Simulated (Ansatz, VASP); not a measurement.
# Ge in VASP and in Ansatz

```
Ge
1.0
     3.93571    0.00000    0.00000
    -1.96786    3.40843    0.00000
     0.00000    0.00000    6.50367
Ge
4
Direct
  0.66667 0.33333 0.06309
  0.33333 0.66667 0.56309
  0.66667 0.33333 0.43691
  0.33333 0.66667 0.93691
```

Change from the starting cell: equal strain along all axes, cell held, atoms relaxed: -1.5 %.

Alike in both runs: functional r2SCAN; k mesh 12 × 12 × 6; occupations gaussian, width 0.01 eV; no spin polarisation.

Ansatz relaxed the structure, and its values are those at the end. VASP's run is a single point on that final structure, the one shown.

```csv
,VASP,Ansatz
version,VASP 6.6.1,Ansatz 0.2.0
potentials or method,"VASP PAW PBE potentials, release 64 (Ge_d), cutoff 520 eV","scalar-relativistic, plane waves, PAW"
valence electrons in the cell,56,56
```

VASP gave:

| Quantity | Value |
| --- | --- |
| gap on the k mesh at the Fermi level (eV) | 0.20 |
| least direct gap on the mesh (eV) | 0.20 |
| pressure (GPa) | 3.6 |
| rms of the force components (eV/Å) | 0.004 |

What did Ansatz give for the same quantities?

gap on the k mesh at the Fermi level (eV): 0.22; least direct gap on the mesh (eV): 0.22; pressure (GPa): 3.6; rms of the force components (eV/Å): 0.000.

VASP's potentials were made for PBE, not for r2SCAN. The functional is the same, so the differences come from potentials, cutoffs and numerics. Ansatz's warnings: stress scf threshold loose.
